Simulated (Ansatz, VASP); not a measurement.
# GaTe3O2 in VASP and in Ansatz

```xyz
6
Lattice="4.0093 0.0000 0.0000 0.0000 4.0093 0.0000 0.0000 0.0000 8.8328" Properties=species:S:1:pos:R:3 pbc="T T T"
Ga    0.0000    0.0000    0.0000
Te    0.0000    2.0046    3.3874
Te    2.0046    0.0000    5.4454
Te    2.0046    2.0046    0.0000
O     0.0000    2.0046    6.4612
O     2.0046    0.0000    2.3716
```

Change from the starting cell: species swapped into the Ti2CuSb3 type (P-4m2, No. 115).

Alike in both runs: task single point; functional PBE; k mesh 4 × 4 × 2; occupations gaussian, width 0.1 eV; no spin polarisation.

|  | VASP | Ansatz |
| --- | --- | --- |
| version | VASP 6.6.1 | Ansatz 0.2.0 |
| potentials or method | VASP PAW PBE potentials, release 64 (Ga_d, Te, O), cutoff 520 eV | scalar-relativistic, plane waves, PAW |
| valence electrons in the cell | 43 | 73 |

```tsv
	VASP	Ansatz	Ansatz less VASP
gap on the k mesh at the Fermi level (eV)	none	none	-
pressure (GPa)	-9.7	-9.6	+0.04
traceless stress, the component that is largest in VASP (GPa)	1.13	1.16	+0.026
rms of the force components (eV/Å)	0.299	0.298	-0.0014
```

Atom by atom the forces differ by 0.001 eV/Å (rms over components). A gap of «none» marks a metal or a gap that the smearing closes. With one functional, cell and mesh, what is left measures potentials, basis and numerics. VASP's potentials hold 43 valence electrons a cell and Ansatz's 73, so a difference there can come from the potentials and not from the codes.

The k mesh is coarse, so the values compare programs but aren't converged. Neither program's run includes spin-orbit coupling.
